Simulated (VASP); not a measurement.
# Sn4H (P-3m1) in VASP: a series of runs

The runs below take Sn4H through relaxation of cell and atoms, single point, with PBE.

All numbers are computed with VASP 6.6.1; they aren't measurements. Logs are shortened: lines on timing, memory, paths and dates and some standing lists are left out, and cuts for length are marked.

## (1) The cell of the first run

Symmetry: P-3m1, No. 164, trigonal system. The conventional cell has a = 4.600 Å, b = 4.600 Å, c = 16.000 Å, α = 90.00°, β = 90.00°, γ = 120.00°. Sn (site symmetry 3m) has 4 Sn at 2.81 to 2.82 Å within 3.7 Å. Within 3.7 Å of Sn (site symmetry 3m) lie 4 Sn at 2.81 to 2.82 Å. Sn (site symmetry 3m) has 4 Sn at 2.81 to 2.82 Å and 4 H at 3.02 to 3.77 Å within 3.8 Å. Sn (site symmetry 3m) has 1 H at 1.73 Å within 2.3 Å. Within 2.3 Å of H (site symmetry 3m) lie 1 Sn at 1.73 Å.

## (2) Relaxation of cell and atoms, PBE

File INCAR:

```
ALGO = Normal
EDIFF = 1E-6
EDIFFG = -0.08
ENCUT = 600
GGA = PE
IBRION = 2
ISIF = 3
ISMEAR = 0
LASPH = True
LCHARG = False
LREAL = False
LWAVE = False
NELM = 80
NSW = 36
PREC = Accurate
SIGMA = 0.2
```

File KPOINTS:

```
k-points
0
Gamma
  4 4 1
```

File POSCAR:

```
Sn4H
1.0
    4.6000000000      0.0000000000      0.0000000000
   -2.3000000000      3.9837168600      0.0000000000
    0.0000000000      0.0000000000     16.0000000000
Sn H
8 2
Direct
    0.0000000000      0.0000000000      0.0878000000
    0.0000000000      0.0000000000      0.9122000000
    0.6666666700      0.3333333300      0.8534000000
    0.6666666700      0.3333333300      0.6778000000
    0.6666666700      0.3333333300      0.3809000000
    0.3333333300      0.6666666700      0.6191000000
    0.3333333300      0.6666666700      0.1466000000
    0.3333333300      0.6666666700      0.3222000000
    0.6666666700      0.3333333300      0.4891000000
    0.3333333300      0.6666666700      0.5109000000
```

Potentials or basis: VASP PAW PBE potentials, release 64 (Sn_d, H).

Started as:

```
$ cat potpaw_PBE.64/Sn_d/POTCAR potpaw_PBE.64/H/POTCAR > POTCAR
$ mpirun -np 1 vasp_std > vasp.out
```

OUTCAR:

```text
EDIFF = 1E-6
   EDIFFG = -0.08
   ENCUT = 600
   GGA = PE
   IBRION = 2
   ISIF = 3
   ISMEAR = 0
   LASPH = True
   LREAL = False
   NELM = 80
   NSW = 36
   PREC = Accurate

 ion  position               nearest neighbor table
   1  0.000  0.000  0.088-   2 2.81   7 2.82   7 2.82   7 2.82
   2  0.000  0.000  0.912-   1 2.81   3 2.82   3 2.82   3 2.82
   3  0.667  0.333  0.853-   4 2.81   2 2.82   2 2.82   2 2.82
   4  0.667  0.333  0.678-   3 2.81   6 2.82   6 2.82   6 2.82
   5  0.667  0.333  0.381-   9 1.73   8 2.82   8 2.82   8 2.82
   6  0.333  0.667  0.619-  10 1.73   4 2.82   4 2.82   4 2.82
   7  0.333  0.667  0.147-   8 2.81   1 2.82   1 2.82   1 2.82
   8  0.333  0.667  0.322-   7 2.81   5 2.82   5 2.82   5 2.82
   9  0.667  0.333  0.489-   5 1.73
  10  0.333  0.667  0.511-   6 1.73

  LATTYP: Found a hexagonal cell.
 ALAT       =     4.6000000000
 C/A-ratio  =     3.4782608696

  Lattice vectors:

 A1 = (   4.6000000000,   0.0000000000,   0.0000000000)
 A2 = (  -2.3000000000,   3.9837168600,   0.0000000000)
 A3 = (   0.0000000000,   0.0000000000,  16.0000000000)

Analysis of symmetry for initial positions (statically):
=====================================================================
 Subroutine PRICEL returns:
 Original cell was already a primitive cell.

 Routine SETGRP: Setting up the symmetry group for a
 hexagonal supercell.

 Subroutine GETGRP returns: Found 12 space group operations
 (whereof 12 operations were pure point group operations)
 out of a pool of 24 trial point group operations.

The static configuration has the point symmetry D_3d.

Analysis of symmetry for dynamics (positions and initial velocities):
=====================================================================
 Subroutine PRICEL returns:
 Original cell was already a primitive cell.

 Routine SETGRP: Setting up the symmetry group for a
 hexagonal supercell.

 Subroutine GETGRP returns: Found 12 space group operations
 (whereof 12 operations were pure point group operations)
 out of a pool of 24 trial point group operations.

The dynamic configuration has the point symmetry D_3d.

 Subroutine INISYM returns: Found 12 space group operations
 (whereof 12 operations are pure point group operations),
 and found     1 'primitive' translations

----------------------------------------------------------------------------------------

                                     Primitive cell

  volume of cell :     293.2016

  direct lattice vectors                    reciprocal lattice vectors
     4.600000000  0.000000000  0.000000000     0.217391304  0.125510928  0.000000000
    -2.300000000  3.983716860  0.000000000     0.000000000  0.251021856  0.000000000
     0.000000000  0.000000000 16.000000000     0.000000000  0.000000000  0.062500000

  length of vectors
     4.600000000  4.600000002 16.000000000     0.251021856  0.251021856  0.062500000

  position of ions in fractional coordinates (direct lattice)
     0.000000000  0.000000000  0.087800000
     0.000000000  0.000000000  0.912200000
     0.666666670  0.333333330  0.853400000
     0.666666670  0.333333330  0.677800000
     0.666666670  0.333333330  0.380900000
     0.333333330  0.666666670  0.619100000
     0.333333330  0.666666670  0.146600000
     0.333333330  0.666666670  0.322200000
     0.666666670  0.333333330  0.489100000
     0.333333330  0.666666670  0.510900000

  ion indices of the primitive-cell ions
   primitive index   ion index
                 1           1
                 2           2
                 3           3
                 4           4
                 5           5
                 6           6
                 7           7
                 8           8
                 9           9
                10          10

----------------------------------------------------------------------------------------

 KPOINTS: k-points

Automatic generation of k-mesh.
 Grid dimensions read from file:
 generate k-points for:    4    4    1

 Generating k-lattice:

  Cartesian coordinates                     Fractional coordinates (reciprocal lattice)
     0.054347826  0.031377732  0.000000000     0.250000000  0.000000000  0.000000000
     0.000000000  0.062755464  0.000000000     0.000000000  0.250000000  0.000000000
     0.000000000  0.000000000  0.062500000     0.000000000  0.000000000  1.000000000

  Length of vectors
     0.062755464  0.062755464  0.062500000

  Shift w.r.t. Gamma in fractional coordinates (k-lattice)
     0.000000000  0.000000000  0.000000000

 Subroutine IBZKPT returns following result:
 ===========================================

 Found      4 irreducible k-points:

 Following reciprocal coordinates:
            Coordinates               Weight
  0.000000  0.000000  0.000000      1.000000
  0.250000  0.000000  0.000000      6.000000
  0.500000  0.000000  0.000000      3.000000
  0.250000  0.250000  0.000000      6.000000
   k-points           NKPTS =      4   k-points in BZ     NKDIM =      4   number of bands    NBANDS=     68
   number of dos      NEDOS =    301   number of ions     NIONS =     10
   total plane-waves  NPLWV = 204800
   dimension x,y,z NGX =    40 NGY =   40 NGZ =  128
   dimension x,y,z NGXF=    80 NGYF=   80 NGZF=  256
   ions per type =               8   2
   NGX,Y,Z   is equivalent  to a cutoff of  14.46, 14.46, 13.30 a.u.
   NGXF,Y,Z  is equivalent  to a cutoff of  28.91, 28.91, 26.60 a.u.
 SYSTEM =  unknown system
   PREC   = accura    normal or accurate (medium, high low for compatibility)
   ISTART =      0    job   : 0-new  1-cont  2-samecut
   ICHARG =      2    charge: 1-file 2-atom 10-const
   ISPIN  =      1    spin polarized calculation?
   LNONCOLLINEAR =      F non collinear calculations
   LSORBIT =      F    spin-orbit coupling
   LASPH  =      T    aspherical Exc in radial PAW
   ENCUT  =  600.0 eV  44.10 Ry    6.64 a.u.   9.19  9.19 31.96*2*pi/ulx,y,z
   NELM   =     80;   NELMIN=  2; NELMDL= -5     # of ELM steps
   EDIFF  = 0.1E-05   stopping-criterion for ELM
   LREAL  =      F    real-space projection
   EDIFFG = -.8E-01   stopping-criterion for IOM
   NSW    =     36    number of steps for IOM
   IBRION =      2    ionic relax: 0-MD 1-quasi-New 2-CG
   NFREE  =      1    steps in history (QN), initial steepest desc. (CG)
   ISIF   =      3    stress and relaxation
   ISYM   =      2    0-nonsym 1-usesym 2-fastsym
   POTIM  = 0.5000    time-step for ionic-motion
   TEBEG  =    0.0;   TEEND  =   0.0 temperature during run
   PSTRESS=    0.0 pullay stress
   NELECT =     114.0000    total number of electrons
   NUPDOWN=      -1.0000    fix difference up-down
   EMIN   =  10.00;   EMAX   =-10.00  energy-range for DOS
   EFERMI =   0.00;   METHOD = LEGACY
   ISMEAR =     0;   SIGMA  =   0.20  broadening in eV -4-tet -1-fermi 0-gaus
   EFERMI_NEDOS =   21; number of points for ismear=-14 and -15
   IALGO  =     38    algorithm
   IMIX   =      4    mixing-type and parameters
     AMIX     =   0.40;   BMIX     =  1.00
     AMIX_MAG =   1.60;   BMIX_MAG =  1.00
  volume/ion in A,a.u.               =      29.32       197.86
  Fermi-wavevector in a.u.,A,eV,Ry     =   1.194871  2.257979 19.425265  1.427717
  Thomas-Fermi vector in A             =   2.330850
   LORBIT       =      0    0 simple, 1 ext, 2 COOP (PROOUT), +10 PAW based schemes
   GGA     = PE    functional components
   LHFCALC =     F    Hartree Fock is set to
   AEXX    =    0.0000 exact exchange contribution
   IVDW    =     0    specifies the selected vdW correction
   LEPSILON=     F    determine dielectric tensor
   LRPA    =     F    only Hartree local field effects (RPA)
 conjugate gradient relaxation of ions
 non-spin polarized calculation
 Gauss-broadening in eV      SIGMA  =   0.20
  energy-cutoff  :      600.00
  volume of cell :      293.20
 maximum number of plane-waves:      9838
 NGX is ok and might be reduce to    40
   NGX = 19   NGY = 19   NGZ = 63

--------------------------------------- Ionic step        1  -------------------------------------------

 number of electron     113.9999994 magnetization

 Free energy of the ion-electron system (eV)
  ---------------------------------------------------
  ext. energy  EPLUGINS =         0.00000000
  ---------------------------------------------------
  free energy    TOTEN  =       -36.06090041 eV

  energy without entropy =      -36.03355685  energy(sigma->0) =      -36.04722863

 E-fermi :   5.0446     XC(G=0):  -8.6466

 val. band max:        5.0075163735   @ k =   0.0000   0.0000   0.0000
 cond. band min:       5.1634029955   @ k =   0.0000   0.0000   0.0000
 fundamental gap:      0.1558866220
 Fermi energy:         5.0446402742

 k-point     1 :       0.0000    0.0000    0.0000
  band No.  band energies     occupation
      1     -16.6078      2.00000
      2     -16.6078      2.00000
      3     -16.5930      2.00000
      4     -16.5930      2.00000
      5     -16.5766      2.00000
      6     -16.5609      2.00000
[... 506 lines left out ...]
 VOLUME and BASIS-vectors are now :
 -----------------------------------------------------------------------------
  energy-cutoff  :      600.00
  volume of cell :      316.03
      direct lattice vectors                 reciprocal lattice vectors
     4.771774517  0.000000000  0.000000000     0.209565644  0.120992781  0.000000000
    -2.385887258  4.132477956 -0.000000000    -0.000000000  0.241985562  0.000000000
     0.000000000 -0.000000000 16.026261143    -0.000000000  0.000000000  0.062397586

 POSITION                                       TOTAL-FORCE (eV/Angst)
 -----------------------------------------------------------------------------------
      0.00000     -0.00000      1.42855         0.000000     -0.000000      0.055912
      0.00000     -0.00000     14.59771        -0.000000      0.000000     -0.055912
      2.38589      1.37749     13.69748         0.000000     -0.000000      0.014253
      2.38589      1.37749     10.81995        -0.000000      0.000000     -0.054151
      2.38589      1.37749      6.08081        -0.000000      0.000000     -0.190614
     -0.00000      2.75499      9.94545         0.000000     -0.000000      0.190614
     -0.00000      2.75499      2.32878        -0.000000      0.000000     -0.014253
     -0.00000      2.75499      5.20631         0.000000     -0.000000      0.054151
      2.38589      1.37749      7.82756         0.000000     -0.000000      0.099778
     -0.00000      2.75499      8.19870        -0.000000      0.000000     -0.099778
 -----------------------------------------------------------------------------------
    total drift:                                0.000000     -0.000000      0.000000

  FREE ENERGIE OF THE ION-ELECTRON SYSTEM (eV)
  ---------------------------------------------------
  free  energy   TOTEN  =       -36.2996429599 eV

  energy  without entropy=      -36.2721670596  energy(sigma->0) =      -36.28590501

--------------------------------------- Ionic step        7  -------------------------------------------

 number of electron     114.0000008 magnetization

 Free energy of the ion-electron system (eV)
  ---------------------------------------------------
  ext. energy  EPLUGINS =         0.00000000
  ---------------------------------------------------
  free energy    TOTEN  =       -36.30294507 eV

  energy without entropy =      -36.27528839  energy(sigma->0) =      -36.28911673

 E-fermi :   4.0999     XC(G=0):  -8.3318

 val. band max:        4.0255283254   @ k =   0.0000   0.0000   0.0000
 cond. band min:       4.1774762554   @ k =   0.0000   0.0000   0.0000
 fundamental gap:      0.1519479300
 Fermi energy:         4.0999361313

 k-point     1 :       0.0000    0.0000    0.0000
  band No.  band energies     occupation
      1     -17.1867      2.00000
      2     -17.1867      2.00000
      3     -17.1865      2.00000
      4     -17.1865      2.00000
      5     -17.1713      2.00000
      6     -17.1645      2.00000
[... 286 lines left out ...]
 VOLUME and BASIS-vectors are now :
 -----------------------------------------------------------------------------
  energy-cutoff  :      600.00
  volume of cell :      315.98
      direct lattice vectors                 reciprocal lattice vectors
     4.777753935  0.000000000  0.000000000     0.209303370  0.120841357  0.000000000
    -2.388876968  4.137656284 -0.000000000    -0.000000000  0.241682714  0.000000000
     0.000000000 -0.000000000 15.983903372    -0.000000000  0.000000000  0.062562941

 POSITION                                       TOTAL-FORCE (eV/Angst)
 -----------------------------------------------------------------------------------
      0.00000     -0.00000      1.43381        -0.000000      0.000000     -0.032737
      2.38888      4.13766     14.55009         0.000000     -0.000000      0.032737
      2.38888      1.37922     13.66887        -0.000000      0.000000     -0.075071
      2.38888      1.37922     10.77875         0.000000     -0.000000      0.054385
      2.38888      1.37922      6.05337        -0.000000      0.000000     -0.069927
     -0.00000      2.75844      9.93054         0.000000     -0.000000      0.069927
     -0.00000      2.75844      2.31503         0.000000     -0.000000      0.075071
     -0.00000      2.75844      5.20515        -0.000000      0.000000     -0.054385
      2.38888      1.37922      7.80617         0.000000     -0.000000      0.050696
     -0.00000      2.75844      8.17773        -0.000000      0.000000     -0.050696
 -----------------------------------------------------------------------------------
    total drift:                                0.000000      0.000000      0.000000

  FREE ENERGIE OF THE ION-ELECTRON SYSTEM (eV)
  ---------------------------------------------------
  free  energy   TOTEN  =       -36.3029450698 eV

  energy  without entropy=      -36.2752883946  energy(sigma->0) =      -36.28911673

 reached required accuracy - stopping structural energy minimisation
```

Run time: 8.8 min. Hardware: 1 thread of Intel Xeon Platinum 8488C (Sapphire Rapids), shared host; peak memory 0.52 GiB.

Results:

| Quantity | Value |
| --- | --- |
| Free energy | -36.3029 eV |
| Relaxed volume | 31.60 Å³/atom |
| Relaxed cell | a = 4.778 Å, b = 4.778 Å, c = 15.984 Å, α = 90.00°, β = 90.00°, γ = 120.00° |
| Space group after relaxing (to 0.1 Å) | P-3m1 (No. 164) |
| Energy gained by relaxing | 24.2 meV/atom |
| Ionic steps | 7 |
| Pressure after relaxing | -0.1 GPa |
| Largest force after relaxing | 0.075 eV/Å |
| Band gap on the k mesh | 0.15 eV |

Forces on the atoms (eV/Å):
```
Sn   0.000  0.000 -0.033
Sn   0.000  0.000  0.033
Sn   0.000  0.000 -0.075
Sn   0.000  0.000  0.054
Sn   0.000  0.000 -0.070
Sn   0.000  0.000  0.070
Sn   0.000  0.000  0.075
Sn   0.000  0.000 -0.054
H    0.000  0.000  0.051
H    0.000  0.000 -0.051
```

Step by step:
| step | energy change (eV) | largest force (eV/Å) | pressure (GPa) | volume (Å³) |
| --- | --- | --- | --- | --- |
| 1 | 0.0000 | 0.2141 | 2.85 | 293.20 |
| 2 | -0.2029 | 0.2419 | -0.17 | 315.88 |
| 3 | -0.2029 | 0.2371 | -0.15 | 315.57 |
| 4 | -0.2228 | 0.2122 | -0.08 | 315.90 |
| 5 | -0.2255 | 0.3426 | -0.04 | 316.08 |
| 6 | -0.2387 | 0.1906 | -0.06 | 316.03 |
| 7 | -0.2420 | 0.0751 | -0.08 | 315.98 |

Final structure:
```
CELL_PARAMETERS angstrom
4.77775 0.00000 0.00000
-2.38888 4.13766 0.00000
0.00000 0.00000 15.98390
ATOMIC_POSITIONS crystal
Sn 0.00000 0.00000 0.08970
Sn 0.00000 0.00000 0.91030
Sn 0.66667 0.33333 0.85516
Sn 0.66667 0.33333 0.67435
Sn 0.66667 0.33333 0.37872
Sn 0.33333 0.66667 0.62128
Sn 0.33333 0.66667 0.14484
Sn 0.33333 0.66667 0.32565
H 0.66667 0.33333 0.48838
H 0.33333 0.66667 0.51162
```

Caveat: spin-orbit coupling is left out, which moves the levels of the heavy elements; the relaxation stopped at a loose force limit of 0.08 eV/Å, so its end isn't a converged minimum.

(Part 1 of 2 ends here.)

The gap in the log of VASP goes by the Fermi energy; the results here count the filled bands.